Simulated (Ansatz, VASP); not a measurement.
## Si5Br2 in VASP and in Ansatz

```
Si Br
1.0
     3.62684    0.00000    0.00000
     0.00000    3.62684    0.00000
     0.00000    0.00000   12.28454
Si Br
5 2
Direct
  0.00000 0.50000 0.00000
  0.50000 0.00000 0.00000
  0.00000 0.00000 0.14434
  0.00000 0.00000 0.85566
  0.50000 0.50000 0.50000
  0.50000 0.50000 0.70799
  0.50000 0.50000 0.29201
```

Alike in both runs: functional PBE; k mesh 6 × 6 × 2; occupations gaussian, width 0.1 eV; no spin polarisation.

Ansatz relaxed the structure, and its values are those at the end. VASP's run is a single point on that final structure, the one shown.

|  | VASP | Ansatz |
| --- | --- | --- |
| version | VASP 6.6.1 | Ansatz 0.2.0 |
| potentials or method | VASP PAW PBE potentials, release 64 (Si, Br), cutoff 520 eV | scalar-relativistic, plane waves, PAW |
| valence electrons in the cell | 34 | 34 |

```csv
,VASP,Ansatz,Ansatz less VASP
gap on the k mesh at the Fermi level (eV),none,none,-
pressure (GPa),0.1,0.1,+0.01
rms of the force components (eV/Å),0.013,0.014,+0.0008
```

A gap of «none» marks a metal or a gap that the smearing closes. The functional is the same, so the differences come from potentials, cutoffs and numerics.
